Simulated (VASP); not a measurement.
A run of VASP 6.6.1 is set up as follows.

The input INCAR:

```
PREC = Accurate
ENCUT = 520
EDIFF = 1E-6
ISMEAR = -1
SIGMA = 0.1
LREAL = F
LASPH = T
NELM = 150
ALGO = Normal
ISIF = 2
LWAVE = F
LCHARG = F
ISPIN = 2
MAGMOM = 0 0 0 0 1 1 1 1
LORBIT = 11
LMAXMIX = 4
GGA = PS
NBANDS = 42
```

File KPOINTS:

```
Automatic mesh
0
Gamma
  7 7 7
```

Contents of POSCAR:

```
SiNi
1.0
    4.4683772371      0.0000000000      0.0000000000
    0.0000000000      4.4683772371      0.0000000000
    0.0000000000      0.0000000000      4.4683772371
Si Ni
4 4
Direct
    0.8464611636      0.8464611636      0.8464611636
    0.6535388364      0.1535388364      0.3464611636
    0.3464611636      0.6535388364      0.1535388364
    0.1535388364      0.3464611636      0.6535388364
    0.1490868241      0.1490868241      0.1490868241
    0.3509131759      0.8509131759      0.6490868241
    0.6490868241      0.3509131759      0.8509131759
    0.8509131759      0.6490868241      0.3509131759
```

Potentials or basis: VASP PAW PBE potentials, release 64 (Si, Ni).

Launch:

```sh
$ cat potpaw_PBE.64/Si/POTCAR potpaw_PBE.64/Ni/POTCAR > POTCAR
$ mpirun -np 1 vasp_std > vasp.out
```

**Question.** What does it give for the pressure?

**Answer.** 0.2 GPa.

**Question.** Estimate the net moment.

**Answer.** 0.00 μB per cell.

**Question.** Estimate the band gap on the k mesh.

**Answer.** Zero (filled and empty bands overlap).

Forces on the atoms (eV/Å):
```
Si   0.002  0.002  0.002
Si  -0.002 -0.002  0.002
Si   0.002 -0.002 -0.002
Si  -0.002  0.002 -0.002
Ni  -0.001 -0.001 -0.001
Ni   0.001  0.001 -0.001
Ni  -0.001  0.001  0.001
Ni   0.001 -0.001  0.001
```

Caveat: the PAW data sets were made with another functional, which shifts forces and pressure a little.
